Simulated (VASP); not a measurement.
A run of VASP 6.6.1 is set up as follows.

Contents of INCAR:

```
PREC = Accurate
ENCUT = 600
EDIFF = 1E-6
ISMEAR = 0
SIGMA = 0.1
LREAL = False
LASPH = True
NELM = 100
ALGO = Normal
ISIF = 3
LWAVE = False
LCHARG = False
GGA = PE
IBRION = 2
NSW = 100
EDIFFG = -0.01
```

File KPOINTS:

```
regular mesh
0
Gamma
  12 12 12
```

POSCAR

```
HfSiF
1.0
    3.8125952900      0.0000000000      0.0000000000
   -1.9062976400      3.3018043700      0.0000000000
    0.0000000000      0.0000000000      3.8132592500
Hf Si F
1 1 1
Direct
    0.0000000000      0.0000000000      0.0000000000
    0.6666666700      0.3333333300      0.5000000000
    0.3333333300      0.6666666700      0.5000000000
```

Potentials or basis: VASP PAW PBE potentials, release 64 (Hf_pv, Si, F).

Run with:

```sh
$ cat potpaw_PBE.64/Hf_pv/POTCAR potpaw_PBE.64/Si/POTCAR potpaw_PBE.64/F/POTCAR > POTCAR
$ mpirun -np 1 vasp_std > vasp.out
```

(1) Estimate the relaxed cell.

(2) Estimate the space group after relaxing (to 0.05 Å).

(3) Predict the relaxed volume.

## Answers

(1) a = 4.424 Å, b = 4.424 Å, c = 2.695 Å, α = 90.00°, β = 90.00°, γ = 120.00°.

(2) P-6m2 (No. 187).

(3) 15.23 Å³/atom.

Caveat: an odd number of electrons without spin polarisation forces a metal; a magnetic or distorted state may lie lower.
